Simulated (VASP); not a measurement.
# Ru in VASP: notebook

Ru is run at these levels: PBE; tasks: single point.

Everything below comes from runs of VASP 6.6.1. Logs are shortened: lines on timing, memory, paths and dates and some standing lists are left out, and cuts for length are marked.

### 1 The cell of the first run

The typed cell holds 2 atoms: a = 2.706 Å, b = 2.706 Å, c = 4.282 Å, α = 90.00°, β = 90.00°, γ = 120.00°.

### 2 Single point, PBE (atoms moved at random)

The input, INCAR:

```
SYSTEM = Ru
ALGO = Fast
EDIFF = 1E-7
ENCUT = 520
GGA = PE
ISIF = 2
ISMEAR = -1
LASPH = .True.
LCHARG = .False.
LREAL = .False.
LWAVE = .False.
NBANDS = 21
NELM = 60
PREC = Accurate
SIGMA = 0.05
```

The input, KPOINTS:

```
k-points
0
Gamma
  11 11 6
  0 0 0
```

The input, POSCAR:

```
Ru
1.0
    2.7058000000      0.0000000000      0.0000000000
   -1.3529000000      2.3432915376      0.0000000000
    0.0000000000      0.0000000000      4.2819000000
Ru
2
Direct
    0.6723620000      0.3438460000      0.7451840000
    0.3215740000      0.6804310000      0.2436670000
```

Potentials or basis: VASP PAW PBE potentials, release 64 (Ru_pv).

Run with:

```
cat potpaw_PBE.64/Ru_pv/POTCAR > POTCAR
mpirun -np 1 vasp_std > vasp.out
```

OUTCAR:

```text
SYSTEM = Ru
   EDIFF = 1E-7
   ENCUT = 520
   GGA = PE
   ISIF = 2
   ISMEAR = -1
   LASPH = .True.
   LREAL = .False.
   NELM = 60
   PREC = Accurate

 ion  position               nearest neighbor table
   1  0.672  0.344  0.745-   2 2.62   2 2.63   2 2.64   2 2.65   2 2.67   2 2.68
   2  0.322  0.680  0.244-   1 2.62   1 2.63   1 2.64   1 2.65   1 2.67   1 2.68

  LATTYP: Found a hexagonal cell.
 ALAT       =     2.7058000000
 C/A-ratio  =     1.5824894671

  Lattice vectors:

 A1 = (   2.7058000000,   0.0000000000,   0.0000000000)
 A2 = (  -1.3529000000,   2.3432915376,   0.0000000000)
 A3 = (   0.0000000000,   0.0000000000,   4.2819000000)

Analysis of symmetry for initial positions (statically):
=====================================================================
 Subroutine PRICEL returns:
 Original cell was already a primitive cell.

 Routine SETGRP: Setting up the symmetry group for a
 hexagonal supercell.

 Subroutine GETGRP returns: Found  2 space group operations
 (whereof  1 operations were pure point group operations)
 out of a pool of 24 trial point group operations.

The static configuration has the point symmetry C_1 .
 The point group associated with its full space group is S_2 .

Analysis of symmetry for dynamics (positions and initial velocities):
=====================================================================
 Subroutine PRICEL returns:
 Original cell was already a primitive cell.

 Routine SETGRP: Setting up the symmetry group for a
 hexagonal supercell.

 Subroutine GETGRP returns: Found  2 space group operations
 (whereof  1 operations were pure point group operations)
 out of a pool of 24 trial point group operations.

The dynamic configuration has the point symmetry C_1 .
 The point group associated with its full space group is S_2 .

 Subroutine INISYM returns: Found  2 space group operations
 (whereof  1 operations are pure point group operations),
 and found     1 'primitive' translations

----------------------------------------------------------------------------------------

                                     Primitive cell

  volume of cell :      27.1493

  direct lattice vectors                    reciprocal lattice vectors
     2.705800000  0.000000000  0.000000000     0.369576465  0.213375072  0.000000000
    -1.352900000  2.343291538  0.000000000     0.000000000  0.426750144  0.000000000
     0.000000000  0.000000000  4.281900000     0.000000000  0.000000000  0.233541185

[... 73 lines left out ...]
 SYSTEM =  Ru
   PREC   = accura    normal or accurate (medium, high low for compatibility)
   ISTART =      0    job   : 0-new  1-cont  2-samecut
   ICHARG =      2    charge: 1-file 2-atom 10-const
   ISPIN  =      1    spin polarized calculation?
   LNONCOLLINEAR =      F non collinear calculations
   LSORBIT =      F    spin-orbit coupling
   LASPH  =      T    aspherical Exc in radial PAW
   ENCUT  =  520.0 eV  38.22 Ry    6.18 a.u.   5.03  5.03  7.96*2*pi/ulx,y,z
   NELM   =     60;   NELMIN=  2; NELMDL= -5     # of ELM steps
   EDIFF  = 0.1E-06   stopping-criterion for ELM
   LREAL  =      F    real-space projection
   EDIFFG = 0.1E-05   stopping-criterion for IOM
   NSW    =      0    number of steps for IOM
   IBRION =     -1    ionic relax: 0-MD 1-quasi-New 2-CG
   NFREE  =      0    steps in history (QN), initial steepest desc. (CG)
   ISIF   =      2    stress and relaxation
   ISYM   =      2    0-nonsym 1-usesym 2-fastsym
   POTIM  = 0.5000    time-step for ionic-motion
   TEBEG  =    0.0;   TEEND  =   0.0 temperature during run
   PSTRESS=    0.0 pullay stress
   NELECT =      28.0000    total number of electrons
   NUPDOWN=      -1.0000    fix difference up-down
   EMIN   =  10.00;   EMAX   =-10.00  energy-range for DOS
   EFERMI =   0.00;   METHOD = LEGACY
   ISMEAR =    -1;   SIGMA  =   0.05  broadening in eV -4-tet -1-fermi 0-gaus
   EFERMI_NEDOS =   21; number of points for ismear=-14 and -15
   IALGO  =     68    algorithm
   IMIX   =      4    mixing-type and parameters
     AMIX     =   0.40;   BMIX     =  1.00
     AMIX_MAG =   1.60;   BMIX_MAG =  1.00
  volume/ion in A,a.u.               =      13.57        91.61
  Fermi-wavevector in a.u.,A,eV,Ry     =   1.654022  3.125649 37.222674  2.735789
  Thomas-Fermi vector in A             =   2.742361
   LORBIT       =      0    0 simple, 1 ext, 2 COOP (PROOUT), +10 PAW based schemes
   GGA     = PE    functional components
   LHFCALC =     F    Hartree Fock is set to
   AEXX    =    0.0000 exact exchange contribution
   IVDW    =     0    specifies the selected vdW correction
   LEPSILON=     F    determine dielectric tensor
   LRPA    =     F    only Hartree local field effects (RPA)
 non-spin polarized calculation
 RMM-DIIS sequential band-by-band and
  energy-cutoff  :      520.00
  volume of cell :       27.15
 maximum number of plane-waves:       744
   NGX =  9   NGY =  9   NGZ = 15

 number of electron      27.9999997 magnetization

 Free energy of the ion-electron system (eV)
  ---------------------------------------------------
  ext. energy  EPLUGINS =         0.00000000
  ---------------------------------------------------
  free energy    TOTEN  =       -18.45052488 eV

  energy without entropy =      -18.43344281  energy(sigma->0) =      -18.44198384

 E-fermi :  12.7833     XC(G=0): -14.1205

 val. band max:       12.7785874526   @ k =  -0.3636  -0.0909   0.3333
 cond. band min:      12.7855508373   @ k =  -0.0909  -0.3636  -0.3333
 fundamental gap:      0.0069633847
 Fermi energy:        12.7833361027

 k-point     1 :       0.0000    0.0000    0.0000
  band No.  band energies     occupation
      1     -30.8076      2.00000
      2     -29.8887      2.00000
      3     -29.8526      2.00000
      4     -29.7059      2.00000
      5     -29.6960      2.00000
      6     -29.6603      2.00000
[... 565 lines left out ...]
     20      23.2663      0.00000
     21      23.2746      0.00000

 [... further k-points ...]
[... 5 lines left out ...]
  --------------------------------------------------------------------------------------
  -------------------------------------------------------------------------------------
  Total        0.7327626      0.7994008      0.8153169      0.1762096     -0.0012239      0.0088110
  in kB       43.2429556     47.1755132     48.1147798     10.3987604     -0.0722256      0.5199681
  external PRESSURE =      46.1777495 kB  Pullay stress =       0.0000000 kB

 VOLUME and BASIS-vectors are now :
 -----------------------------------------------------------------------------
  energy-cutoff  :      520.00
  volume of cell :       27.15
      direct lattice vectors                 reciprocal lattice vectors
     2.705800000  0.000000000  0.000000000     0.369576465  0.213375072  0.000000000
    -1.352900000  2.343291538  0.000000000     0.000000000  0.426750144  0.000000000
     0.000000000  0.000000000  4.281900000     0.000000000  0.000000000  0.233541185

 POSITION                                       TOTAL-FORCE (eV/Angst)
 -----------------------------------------------------------------------------------
      1.35409      0.80573      3.19080        -0.336539      0.048734     -0.083754
     -0.05044      1.59445      1.04336         0.336539     -0.048734      0.083754
 -----------------------------------------------------------------------------------
    total drift:                                0.000008      0.000002      0.000055

  FREE ENERGIE OF THE ION-ELECTRON SYSTEM (eV)
  ---------------------------------------------------
  free  energy   TOTEN  =       -18.4505248801 eV

  energy  without entropy=      -18.4334428085  energy(sigma->0) =      -18.44198384
```

OSZICAR:

```text
N       E                     dE             d eps       ncg     rms          rms(c)
DAV:   1     0.286002085256E+03    0.28600E+03   -0.17517E+04 15344   0.148E+03
DAV:   2    -0.140000277084E+02   -0.30000E+03   -0.29086E+03 15668   0.444E+02
DAV:   3    -0.197506703458E+02   -0.57506E+01   -0.57149E+01 17978   0.688E+01
DAV:   4    -0.197939796520E+02   -0.43309E-01   -0.43240E-01 19213   0.571E+00
DAV:   5    -0.197945416382E+02   -0.56199E-03   -0.55804E-03 17410   0.586E-01    0.178E+01
RMM:   6    -0.185406427479E+02    0.12539E+01   -0.27064E+00 15638   0.138E+01    0.483E+00
RMM:   7    -0.184575503189E+02    0.83092E-01   -0.36110E-01 16741   0.456E+00    0.101E+00
RMM:   8    -0.184513340331E+02    0.62163E-02   -0.20825E-02 17341   0.137E+00    0.506E-01
RMM:   9    -0.184505142472E+02    0.81979E-03   -0.23702E-03 17471   0.435E-01    0.685E-02
RMM:  10    -0.184505283779E+02   -0.14131E-04   -0.32329E-04 17988   0.169E-01    0.157E-02
RMM:  11    -0.184505263218E+02    0.20561E-05   -0.50686E-05 18806   0.527E-02    0.470E-03
RMM:  12    -0.184505249857E+02    0.13361E-05   -0.84729E-06 19708   0.201E-02    0.285E-03
RMM:  13    -0.184505248415E+02    0.14423E-06   -0.11083E-06 17431   0.700E-03    0.566E-04
RMM:  14    -0.184505248801E+02   -0.38647E-07   -0.19180E-07 13795   0.318E-03
   1 F= -.18450525E+02 E0= -.18441984E+02  d E =-.170821E-01
```

Wall time 99 s (1 thread of Intel Xeon Platinum 8488C (Sapphire Rapids), shared host); peak memory 0.26 GiB.

Results:

```yaml
Free_energy: -18.4505 eV
Pressure: 4.6 GPa
Largest_force: 0.350 eV/Å
Band_gap_on_the_k_mesh: zero (band 14 reaches 14.36 eV, above the bottom of band 15 at 11.25 eV)
```

Forces in eV/Å, atoms in the order of the input:
```
Ru  -0.337  0.049 -0.084
Ru   0.337 -0.049  0.084
```

Levels at points of the mesh, in eV from the Fermi level:
```
           k point  band 12  band 13  band 14  band 15  band 16  band 17
(0.00, 0.00, 0.00)    -1.88    -1.79    -1.48    -1.16     1.06     1.35
(0.00, 0.00, 0.50)    -2.67    -2.66    -2.62     0.53     0.56     0.65
```

Caveat: the cell differs from its parent crystal (atoms moved at random).

### 3 Single point, PBE

The input, INCAR:

```
SYSTEM = Ru
PREC = Accurate
ENCUT = 520
EDIFF = 1E-6
ISMEAR = 0
SIGMA = 0.015
LREAL = .FALSE.
LASPH = .TRUE.
NELM = 100
ALGO = Normal
ISIF = 2
LWAVE = .FALSE.
LCHARG = .FALSE.
GGA = PE
NBANDS = 21
```

The input, KPOINTS:

```
regular mesh
0
G
  11 11 6
  0 0 0
```

The input, POSCAR:

```
Ru
1.0
    2.7058000000      0.0000000000      0.0000000000
   -1.3529000000      2.3432915376      0.0000000000
    0.0000000000      0.0000000000      4.2819000000
Ru
2
Direct
    0.6666666667      0.3333333333      0.7500000000
    0.3333333333      0.6666666667      0.2500000000
```

Potentials or basis: VASP PAW PBE potentials, release 64 (Ru_pv).

Run with:

```
cat potpaw_PBE.64/Ru_pv/POTCAR > POTCAR
mpirun -np 1 vasp_std > vasp.out
```

Run time: 11 s. Hardware: 1 thread of Intel Xeon 6975P-C (Granite Rapids), shared host; peak memory 0.15 GiB.

The run converged. Its results:

```
Free energy            : -18.4504 eV
Pressure               : 4.4 GPa
Band gap on the k mesh : zero (band 14 reaches 14.34 eV, above the bottom of band 15 at 11.27 eV)
```

Stress tensor (GPa, compression positive):
```
4.40 0.00 0.00
0.00 4.40 0.00
0.00 0.00 4.48
```

Levels at points of the mesh, in eV from the Fermi level:
```
           k point  band 10  band 11  band 12  band 13  band 14  band 15  band 16  band 17  band 18  band 19
(0.00, 0.00, 0.00)    -2.54    -2.37    -1.86    -1.86    -1.34    -1.34     1.24     1.24     1.34    10.34
(0.00, 0.00, 0.50)    -2.71    -2.71    -2.71    -2.66    -2.66     0.60     0.60     0.60     0.60    10.48
```
